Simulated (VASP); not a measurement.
Set up this calculation in VASP 6.6.1, as the native input.

- Task: single point
- Functional: PBEsol
- Potentials or basis: VASP PAW PBE potentials, release 64 (Yb, P)
- Cutoff: 520 eV
- k mesh: 8 × 8 × 8
- Occupations: fermi-dirac, width 0.1 eV
- Spin: no spin polarisation
- Dipole correction: no
- Further INCAR settings: ALGO = Normal; EDIFF = 1e-07; NBANDS = 22

The structure of YbP lies in POSCAR:

```
YbP
1.0
    0.0000000000      2.7757500000      2.7757500000
    2.7757500000      0.0000000000      2.7757500000
    2.7757500000      2.7757500000      0.0000000000
Yb P
1 1
Direct
    0.5000000000      0.5000000000      0.5000000000
    0.0000000000      0.0000000000      0.0000000000
```

One way to write it, as run:

INCAR

```
SYSTEM = YbP
PREC = Accurate
ENCUT = 520
EDIFF = 1E-7
ISMEAR = -1
SIGMA = 0.1
LREAL = .False.
LASPH = .True.
NELM = 100
ALGO = Normal
ISIF = 2
LWAVE = .False.
LCHARG = .True.
GGA = PS
LELF = .True.
LVHAR = .True.
NBANDS = 22
```

KPOINTS

```
Automatic mesh
0
Gamma
  8 8 8
  0 0 0
```

Potentials or basis: VASP PAW PBE potentials, release 64 (Yb, P).

Run with:

```sh
$ cat potpaw_PBE.64/Yb/POTCAR potpaw_PBE.64/P/POTCAR > POTCAR
$ mpirun -np 1 vasp_std > vasp.out
```

It gave:

| Property | Result |
| --- | --- |
| Pressure | -0.8 GPa |

Caveat: the PAW data sets were made with another functional, which shifts forces and pressure a little.

Wall time 82 s on 1 thread of Intel(R) Xeon(R) Platinum 8259CL CPU @ 2.50GHz (Skylake/Cascade Lake) (shared host), peak memory 0.19 GiB.
